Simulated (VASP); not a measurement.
Wanted: the native input for a VASP 6.6.1 run.

| Quantity | Value |
| --- | --- |
| Task | single point |
| Functional | PBE |
| Potentials or basis | VASP PAW PBE potentials, release 64 (Zn, S) |
| Cutoff | 520 eV |
| k mesh | 10 × 10 × 10 |
| Occupations | gaussian, width 0.05 eV |
| Spin | no spin polarisation |
| Dipole correction | no |
| Further INCAR settings | ALGO = Normal; EDIFF = 1e-06; NBANDS = 16 |

The structure of ZnS lies in POSCAR:

```
ZnS
1.0
    0.0000000000      2.6235105000      2.7857895000
    2.6235105000      0.0000000000      2.7857895000
    2.6235105000      2.6235105000      0.0000000000
Zn S
1 1
Direct
    0.0000000000      0.0000000000      0.0000000000
    0.7500000000      0.7500000000      0.7500000000
```

This cell differs from its parent crystal: strain -0.030 along x and y, +0.030 along z.

One way to write it, as run:

INCAR

```
SYSTEM = ZnS
ALGO = Normal ; EDIFF = 1E-6
ENCUT = 520 ; GGA = PE
ISIF = 2 ; ISMEAR = 0
LASPH = .True. ; LCHARG = .False.
LREAL = .False. ; LWAVE = .False.
NBANDS = 16 ; NELM = 100
PREC = Accurate ; SIGMA = 0.05
```

KPOINTS

```
k-points
0
Gamma
  10 10 10
  0 0 0
```

Potentials or basis: VASP PAW PBE potentials, release 64 (Zn, S).

Command:

```sh
$ cat potpaw_PBE.64/Zn/POTCAR potpaw_PBE.64/S/POTCAR > POTCAR
$ mpirun -np 1 vasp_std > vasp.out
```

Results of the run:

```yaml
Pressure: 4.0 GPa
Band_gap_on_the_k_mesh: 2.15 eV, direct
```

Caveat: the cell differs from its parent crystal (strain -0.030 along x and y, +0.030 along z).

Run time: 54 s on 1 thread of AMD EPYC 7R43 64-Core Processor (Zen 3), with other jobs on the host, peak memory 0.16 GiB.
